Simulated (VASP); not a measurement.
Runs of VASP 6.6.1 on SnTe (l). The structure is that of space group Fm-3m (No. 225), or close to it. The cells are those of the table. 

| task | cell | k mesh | smearing | gap on the mesh (eV) | pressure (GPa) | relaxed volume (Å³/atom) |
| --- | --- | --- | --- | --- | --- | --- |
| relaxation of cell and atoms | relaxed from a = 4.409 Å, angles 60.0°, 2 atoms | 10 × 10 × 10 | gaussian 0.01 eV | 0.21 | 0.0 | (a) |
| relaxation of cell and atoms | relaxed from a = 4.505 Å, angles 60.0°, 2 atoms | 12 × 12 × 12 | gaussian 0.1 eV | 0.21 | 0.0 | 30.35 |
| single point | a = 4.409 Å, angles 60.0°, 2 atoms | 10 × 10 × 10 | gaussian 0.01 eV | 0.21 | 0.0 | - |
| single point | a = 4.409 Å, angles 60.0°, 2 atoms | 12 × 12 × 12 | gaussian 0.1 eV | 0.21 | 0.0 | - |

Alike in all rows: level LDA; potentials or basis VASP PAW LDA potentials, release 64 (Sn_d, Te); no spin polarisation; cutoff (eV) 500.

Problem. Fill in the values left out.

Solution. (a) 30.34.

Caveats: spin-orbit coupling is left out, which moves the levels of the heavy elements.

A k mesh can miss the band edges, and the runs leave out spin-orbit coupling on Sn, Te.
